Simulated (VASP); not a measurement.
# MnPbO3 (Pm-3m) in VASP: notebook, part 2 of 2

VASP 6.6.1. Earlier steps stand in the parts before.

## (3) Single point, LDA+U, collinear spin, ferromagnetic start

The input, INCAR:

```
SYSTEM = MnPbO3
  PREC = Accurate
  ENCUT = 520
  EDIFF = 1E-7
  ISMEAR = -1
  SIGMA = 0.1
  LREAL = .FALSE.
  LASPH = .TRUE.
  NELM = 150
  ALGO = Normal
  ISIF = 2
  LWAVE = .FALSE.
  LCHARG = .FALSE.
  ISPIN = 2
  MAGMOM = 5.2 0 0 0 0
  LORBIT = 11
  LMAXMIX = 4
  LDAU = .TRUE.
  LDAUTYPE = 2
  LDAUL = 2 -1 -1
  LDAUU = 3 0 0
  LDAUJ = 0 0 0
  LDAUPRINT = 1
  NBANDS = 34
```

The input, KPOINTS:

```
Automatic mesh
0
G
  6 6 6
  0 0 0
```

The input, POSCAR:

```
MnPbO3
1.0
    3.9146330000      0.0000000000      0.0000000000
    0.0000000000      3.9146330000      0.0000000000
    0.0000000000      0.0000000000      3.9146330000
Mn Pb O
1 1 3
Direct
    0.5000000000      0.5000000000      0.5000000000
    0.0000000000      0.0000000000      0.0000000000
    0.0000000000      0.5000000000      0.5000000000
    0.5000000000      0.0000000000      0.5000000000
    0.5000000000      0.5000000000      0.0000000000
```

Potentials or basis: VASP PAW LDA potentials, release 64 (Mn_pv, Pb_d, O).

The run is started by

```console
cat potpaw_LDA.64/Mn_pv/POTCAR potpaw_LDA.64/Pb_d/POTCAR potpaw_LDA.64/O/POTCAR > POTCAR
mpirun -np 1 vasp_std > vasp.out
```

Wall time 2.3 min (1 thread of Oxide Virtual Turin-like, shared host); peak memory 0.17 GiB.

The run converged. Its results:

* Free energy: -36.0832 eV
* Pressure: -13.9 GPa
* Net moment: 3.04 μB per cell
* Site moments: Mn +3.23; Pb -0.03; O -0.08 μB
* Valence electrons inside the program's atomic spheres: Mn 11.52; Pb 11.72; O 4.93

Levels at points of the mesh, in eV from the Fermi level:
Spin up:
| k point | band 20 | band 21 | band 22 | band 23 | band 24 | band 25 | band 26 | band 27 | band 28 | band 29 |
| --- | --- | --- | --- | --- | --- | --- | --- | --- | --- | --- |
| (0.00, 0.00, 0.00) | -1.43 | -1.43 | -1.16 | -1.16 | -1.16 | -1.15 | -1.15 | 7.72 | 7.72 | 7.72 |
| (0.50, 0.00, 0.00) | -1.15 | -1.01 | -1.01 | -0.85 | -0.85 | 0.10 | 1.33 | 3.04 | 6.47 | 6.47 |
| (0.50, 0.50, 0.00) | -3.00 | -0.52 | -0.52 | -0.24 | -0.01 | 0.29 | 3.46 | 5.11 | 5.23 | 5.23 |
| (0.50, 0.50, 0.50) | -1.58 | -1.58 | -0.29 | -0.29 | -0.29 | 3.47 | 3.47 | 6.85 | 6.85 | 6.85 |
Spin down:
```tsv
k point	band 17	band 18	band 19	band 20	band 21	band 22	band 23	band 24	band 25	band 26
(0.00, 0.00, 0.00)	-1.47	-1.47	-1.29	-1.29	-1.29	1.68	1.68	1.68	2.41	2.41
(0.50, 0.00, 0.00)	-3.01	-1.69	-1.10	-1.10	0.08	1.69	2.41	2.88	2.96	2.96
(0.50, 0.50, 0.00)	-3.05	-2.46	-2.46	-1.25	-0.29	2.97	2.97	3.10	3.47	5.12
(0.50, 0.50, 0.50)	-4.30	-4.30	-0.34	-0.34	-0.34	3.17	3.17	3.17	5.71	5.71
```

Eigenvalues of the final occupation matrices:
```
    site  spin  trace               eigenvalues
site 1 d     1   4.04  0.60 0.60 0.95 0.95 0.95
site 1 d     2   0.83  0.11 0.11 0.11 0.25 0.25
```

Caveat: the cell stands under tension; spin-orbit coupling is left out, which moves the levels of the heavy elements; a cell with one magnetic atom can't hold antiferromagnetic order, which such compounds often take. The state reached can hang on the start; a lower one may exist.

## (4) Single point, LDA+U, collinear spin, ferromagnetic start

INCAR: that of step 3 with these lines changed.

```diff
@@ -3,3 +3,3 @@
   ENCUT = 520
-  EDIFF = 1E-7
+  EDIFF = 1E-6
   ISMEAR = -1
@@ -12,3 +12,3 @@
   LWAVE = .FALSE.
-  LCHARG = .FALSE.
+  LCHARG = .TRUE.
   ISPIN = 2
@@ -20,5 +20,8 @@
   LDAUL = 2 -1 -1
-  LDAUU = 3 0 0
+  LDAUU = 4.5 0 0
   LDAUJ = 0 0 0
   LDAUPRINT = 1
+  GGA = CA
+  LELF = .TRUE.
+  LVHAR = .TRUE.
   NBANDS = 34
```

KPOINTS is that of step 3.

POSCAR is that of step 3.

The run is started by

```console
cat potpaw_LDA.64/Mn_pv/POTCAR potpaw_LDA.64/Pb_d/POTCAR potpaw_LDA.64/O/POTCAR > POTCAR
mpirun -np 1 vasp_std > vasp.out
```

Wall time 2.3 min (1 thread of Oxide Virtual Turin-like, shared host); peak memory 0.16 GiB.

It converged, with:

```
Free energy                                           : -35.1556 eV
Pressure                                              : -11.9 GPa
Net moment                                            : 3.06 μB per cell
Site moments                                          : Mn +3.46; Pb -0.04; O -0.14 μB
Valence electrons inside the program's atomic spheres : Mn 11.52; Pb 11.71; O 4.93
```

Levels at points of the mesh, in eV from the Fermi level:
Spin up:
| k point | band 21 | band 22 | band 23 | band 24 | band 25 | band 26 | band 27 | band 28 |
| --- | --- | --- | --- | --- | --- | --- | --- | --- |
| (0.00, 0.00, 0.00) | -1.31 | -1.31 | -1.31 | -1.04 | -1.04 | -1.04 | 7.80 | 7.80 |
| (0.50, 0.00, 0.00) | -1.00 | -1.00 | -0.89 | -0.89 | 0.21 | 1.21 | 3.11 | 6.54 |
| (0.50, 0.50, 0.00) | -0.61 | -0.61 | -0.21 | -0.12 | 0.25 | 3.38 | 5.17 | 5.32 |
| (0.50, 0.50, 0.50) | -1.96 | -0.17 | -0.17 | -0.17 | 3.39 | 3.39 | 6.94 | 6.94 |
Spin down:
```csv
k point,band 19,band 20,band 21,band 22,band 23,band 24
"(0.00, 0.00, 0.00)",-1.26,-1.26,-1.26,2.48,2.48,2.48
"(0.50, 0.00, 0.00)",-1.07,-1.07,0.11,2.49,2.95,3.08
"(0.50, 0.50, 0.00)",-2.32,-1.10,-0.26,3.71,3.71,3.71
"(0.50, 0.50, 0.50)",-0.31,-0.31,-0.31,3.96,3.96,3.96
```

Eigenvalues of the final occupation matrices:
```csv
site,spin,trace,eigenvalues
site 1 d,1,4.15,0.65 0.65 0.95 0.95 0.95
site 1 d,2,0.72,0.08 0.08 0.08 0.23 0.23
```

Caveat: the cell stands under tension; spin-orbit coupling is left out, which moves the levels of the heavy elements; a cell with one magnetic atom can't hold antiferromagnetic order, which such compounds often take.

## (5) Single point, LDA+U, collinear spin, ferromagnetic start

The input, INCAR:

```
PREC = Accurate ; ENCUT = 520
EDIFF = 1E-6 ; ISMEAR = -1
SIGMA = 0.1 ; LREAL = F
LASPH = T ; NELM = 150
ALGO = Normal ; ISIF = 2
LWAVE = F ; LCHARG = F
ISPIN = 2 ; MAGMOM = 5.2 0 0 0 0
LORBIT = 11 ; LMAXMIX = 4
LDAU = T ; LDAUTYPE = 2
LDAUL = 2 -1 -1 ; LDAUU = 6 0 0
LDAUJ = 0 0 0 ; LDAUPRINT = 1
NBANDS = 34
```

The input, KPOINTS:

```
regular mesh
0
Gamma
  6 6 6
```

POSCAR is that of step 4.

Potentials or basis: VASP PAW LDA potentials, release 64 (Mn_pv, Pb_d, O).

The run is started by

```console
cat potpaw_LDA.64/Mn_pv/POTCAR potpaw_LDA.64/Pb_d/POTCAR potpaw_LDA.64/O/POTCAR > POTCAR
mpirun -np 1 vasp_std > vasp.out
```

OUTCAR:

```text
PREC = Accurate
   ENCUT = 520
   EDIFF = 1E-6
   ISMEAR = -1
   LREAL = F
   LASPH = T
   NELM = 150
   ISIF = 2
   ISPIN = 2
   LORBIT = 11

 ion  position               nearest neighbor table
   1  0.500  0.500  0.500-   3 1.96   4 1.96   5 1.96   5 1.96   4 1.96   3 1.96   2 3.39   2 3.39
                             2 3.39   2 3.39   2 3.39   2 3.39   2 3.39   2 3.39
   2  0.000  0.000  0.000-   3 2.77   4 2.77   5 2.77   3 2.77   4 2.77   3 2.77   5 2.77   3 2.77
                             4 2.77   5 2.77   4 2.77   5 2.77   1 3.39   1 3.39   1 3.39   1 3.39
   3  0.000  0.500  0.500-   1 1.96   1 1.96   2 2.77   2 2.77   2 2.77   2 2.77
   4  0.500  0.000  0.500-   1 1.96   1 1.96   2 2.77   2 2.77   2 2.77   2 2.77
   5  0.500  0.500  0.000-   1 1.96   1 1.96   2 2.77   2 2.77   2 2.77   2 2.77

  LATTYP: Found a simple cubic cell.
 ALAT       =     3.9146330000

  Lattice vectors:

[... 1743 lines left out ...]
      1.95732      1.95732      1.95732         0.000000      0.000000      0.000000
      0.00000      0.00000      0.00000         0.000000      0.000000      0.000000
      0.00000      1.95732      1.95732         0.000000      0.000000      0.000000
      1.95732      0.00000      1.95732         0.000000      0.000000      0.000000
      1.95732      1.95732      0.00000         0.000000      0.000000      0.000000
 -----------------------------------------------------------------------------------
    total drift:                                0.000000      0.000000     -0.000000

  FREE ENERGIE OF THE ION-ELECTRON SYSTEM (eV)
  ---------------------------------------------------
  free  energy   TOTEN  =       -34.3136667161 eV

  energy  without entropy=      -34.2545983812  energy(sigma->0) =      -34.28413255

 total charge

# of ion       s       p       d       tot
------------------------------------------
    1        0.313   6.373   4.835  11.521
    2        1.472   0.380   9.861  11.714
    3        1.564   3.372   0.000   4.936
    4        1.564   3.372   0.000   4.936
    5        1.564   3.372   0.000   4.936
--------------------------------------------------
tot          6.478  16.869  14.697  38.043

 magnetization (x)

# of ion       s       p       d       tot
------------------------------------------
    1        0.015   0.008   3.618   3.641
    2       -0.061   0.019  -0.000  -0.042
    3        0.001  -0.192   0.000  -0.190
    4        0.001  -0.192   0.000  -0.190
    5        0.001  -0.192   0.000  -0.190
--------------------------------------------------
tot         -0.042  -0.548   3.618   3.028
```

Run time: 77 s. Hardware: 1 thread of Oxide Virtual Turin-like, shared host; peak memory 0.17 GiB.

What came out:

| Quantity | Value |
| --- | --- |
| Free energy | -34.3137 eV |
| Pressure | -9.6 GPa |
| Net moment | 3.06 μB per cell |
| Site moments | Mn +3.64; Pb -0.04; O -0.19 μB |
| Valence electrons inside the program's atomic spheres | Mn 11.52; Pb 11.71; O 4.94 |

Levels at points of the mesh, in eV from the Fermi level:
Spin up:
```
           k point  band 22  band 23  band 24  band 25  band 26  band 27
(0.00, 0.00, 0.00)    -1.24    -1.24    -0.97    -0.97    -0.97     7.84
(0.50, 0.00, 0.00)    -1.13    -0.82    -0.82     0.28     1.02     3.13
(0.50, 0.50, 0.00)    -0.69    -0.47    -0.04     0.20     3.23     5.19
(0.50, 0.50, 0.50)    -0.09    -0.09    -0.09     3.24     3.24     6.99
```
Spin down:
```
           k point  band 17  band 18  band 19  band 20  band 21  band 22  band 23  band 24  band 25  band 26
(0.00, 0.00, 0.00)    -1.44    -1.44    -1.27    -1.27    -1.27     3.27     3.27     3.27     3.79     3.79
(0.50, 0.00, 0.00)    -2.81    -1.66    -1.08    -1.08     0.12     2.99     3.27     3.79     4.42     4.42
(0.50, 0.50, 0.00)    -3.03    -2.24    -2.24    -1.01    -0.27     4.36     4.46     4.46     4.98     5.20
(0.50, 0.50, 0.50)    -3.82    -3.82    -0.32    -0.32    -0.32     4.76     4.76     4.76     6.76     6.76
```

Eigenvalues of the final occupation matrices:
```csv
site,spin,trace,eigenvalues
site 1 d,1,4.24,0.68 0.68 0.96 0.96 0.96
site 1 d,2,0.62,0.07 0.07 0.07 0.21 0.21
```

Caveat: the cell stands under tension; spin-orbit coupling is left out, which moves the levels of the heavy elements; a cell with one magnetic atom can't hold antiferromagnetic order, which such compounds often take. The state reached can hang on the start; a lower one may exist.

## (6) Summary

```tsv
U	gap on the mesh (eV)	pressure (GPa)	moment (μB)
Mn d U = 1.5 eV	none	-15.5	3.02
Mn d U = 3.0 eV	none	-13.9	3.04
Mn d U = 4.5 eV	none	-11.9	3.06
Mn d U = 6.0 eV	none	-9.6	3.06
```

Alike in all rows: task single point; level LDA+U; potentials or basis VASP PAW LDA potentials, release 64 (Mn_pv, Pb_d, O); spin collinear, ferromagnetic start; cell as given; k mesh 6 × 6 × 6; cutoff (eV) 520; smearing fermi-dirac 0.1 eV.

Caveats: the cell stands under tension; spin-orbit coupling is left out, which moves the levels of the heavy elements; a cell with one magnetic atom can't hold antiferromagnetic order, which such compounds often take.

Total energies depend on the potentials used, so only differences within one code and one set of settings carry meaning.
